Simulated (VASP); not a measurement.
Wanted: the native input for a VASP 6.6.1 run.

```
Task                   : single point
Functional             : BLYP
Potentials or basis    : VASP PAW PBE potentials, release 64 (Pb_d, S)
Cutoff                 : 520 eV
k mesh                 : 8 × 8 × 8
Occupations            : fermi-dirac, width 0.05 eV
Spin                   : no spin polarisation
Dipole correction      : no
Further INCAR settings : ALGO = Normal; EDIFF = 1e-06; NBANDS = 17
```

The structure of PbS (Galena) lies in POSCAR:

```
PbS
1.0
    0.0000000000      2.9657500000      2.9657500000
    2.9657500000      0.0000000000      2.9657500000
    2.9657500000      2.9657500000      0.0000000000
Pb S
1 1
Direct
    0.0000000000      0.0000000000      0.0000000000
    0.5000000000      0.5000000000      0.5000000000
```

The input as run:

INCAR

```
SYSTEM = PbS
PREC = Accurate
ENCUT = 520
EDIFF = 1E-6
ISMEAR = -1
SIGMA = 0.05
LREAL = .FALSE.
LASPH = .TRUE.
NELM = 60
ALGO = Normal
ISIF = 2
LWAVE = .FALSE.
LCHARG = .FALSE.
GGA = B5
ALDAX = 1.0
AGGAX = 1.0
AGGAC = 1.0
ALDAC = 0.0
NBANDS = 17
```

KPOINTS

```
Automatic mesh
0
G
  8 8 8
  0 0 0
```

Potentials or basis: VASP PAW PBE potentials, release 64 (Pb_d, S).

Launch:

```console
$ cat potpaw_PBE.64/Pb_d/POTCAR potpaw_PBE.64/S/POTCAR > POTCAR
$ mpirun -np 1 vasp_std > vasp.out
```

It gave:

| Item | Value |
| --- | --- |
| Pressure | 6.0 GPa |
| Band gap on the k mesh | 0.48 eV, direct |

Caveat: the PAW data sets were made with another functional, which shifts forces and pressure a little; spin-orbit coupling is left out, which moves the levels of the heavy elements.

It took 29 s on 1 thread of Intel(R) Xeon(R) Platinum 8488C (Sapphire Rapids) (shared host), peak memory 0.18 GiB.
